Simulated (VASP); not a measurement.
# P: single point with PBE

P:

```
P
1.0
     0.00000    2.01375    2.01375
     2.01375    0.00000    2.01375
     2.01375    2.01375    0.00000
P
1
Direct
  0.00000 0.00000 0.00000
```

This cell differs from its parent crystal: N replaced by P, lengths x 1.304, strained.

- Program: VASP 6.6.1
- Task: single point
- Functional: PBE
- Potentials or basis: VASP PAW PBE potentials, release 64 (P)
- Cutoff: 520 eV
- k mesh: 18 × 18 × 18
- Occupations: gaussian, width 0.1 eV
- Spin: no spin polarisation

* Pressure: -8.8 GPa

Levels at points of the mesh, in eV from the Fermi level:
```tsv
k point	band 1	band 2	band 3	band 4	band 5	band 6
(0.00, 0.00, 0.00)	-15.23	5.74	5.74	5.74	11.15	11.15
(0.50, 0.00, 0.00)	-10.17	-7.16	4.06	4.06	9.82	10.31
(0.50, 0.50, 0.00)	-7.95	-5.99	0.53	0.53	4.71	4.89
```

Run time: 16 s on 1 thread of Intel(R) Xeon(R) Platinum 8488C (Sapphire Rapids) (shared host), peak memory 0.14 GiB.

Caveat: the cell differs from its parent crystal (N replaced by P, lengths x 1.304, strained).
